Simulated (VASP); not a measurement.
**S: electric field gradients with PBE**

Crystal: S.

```
S
1.0
     0.00000    2.76983    2.76983
     2.76983    0.00000    2.76983
     2.76983    2.76983    0.00000
S
2
Direct
  0.83000 0.89000 0.89000
  0.17000 0.11000 0.11000
```

This cell differs from its parent crystal: shortest bond scaled by 0.88.

```json
{
  "Program": "VASP 6.6.1",
  "Task": "electric field gradients",
  "Functional": "PBE",
  "Potentials or basis": "VASP PAW PBE potentials, release 64 (S)",
  "Cutoff": "520 eV",
  "k mesh": "9 × 9 × 9",
  "Occupations": "fermi-dirac, width 0.05 eV",
  "Spin": "no spin polarisation",
  "Dipole correction": "no",
  "Further INCAR settings": "ALGO = Normal; EDIFF = 1e-08; NBANDS = 13"
}
```

```json
{
 "Pressure": "7.3 GPa",
 "Largest force": "3.031 eV/Å",
 "Band gap on the k mesh": "zero (bands 6 and 7 overlap by 2.53 eV)",
 "Largest electric field gradient by atom": "S +118.5 V/Å²"
}
```

Forces in eV/Å, atoms in the order of the input:
```
S    1.750 -1.750 -1.750
S   -1.750  1.750  1.750
```

Stress tensor (GPa, compression positive):
```
 7.27  5.26  5.26
 5.26  7.27 -5.26
 5.26 -5.26  7.27
```

Levels at points of the mesh, in eV from the Fermi level:
```csv
k point,band 3,band 4,band 5,band 6,band 7,band 8,band 9,band 10
"(0.00, 0.00, 0.00)",-6.02,-3.24,-3.24,-1.93,-1.93,0.55,5.62,7.83
```

Electric field gradients, principal values (V/Å²):
| atom | least | middle | greatest (by size) |
| --- | --- | --- | --- |
| 1 S | -59.226 | -59.227 | 118.454 |
| 2 S | -59.226 | -59.227 | 118.454 |

It took 45 s on 1 thread of Intel(R) Xeon(R) Platinum 8488C (Sapphire Rapids), with other jobs on the host, peak memory 0.17 GiB.

Caveat: the cell differs from its parent crystal (shortest bond scaled by 0.88); the cell stands under pressure; without QUAD_EFG the Cq values of the log hold for a quadrupole moment of 1 mb, not for the nuclei; forces of over 1 eV/Å act on the atoms, so gaps and moduli don't describe the material at rest.
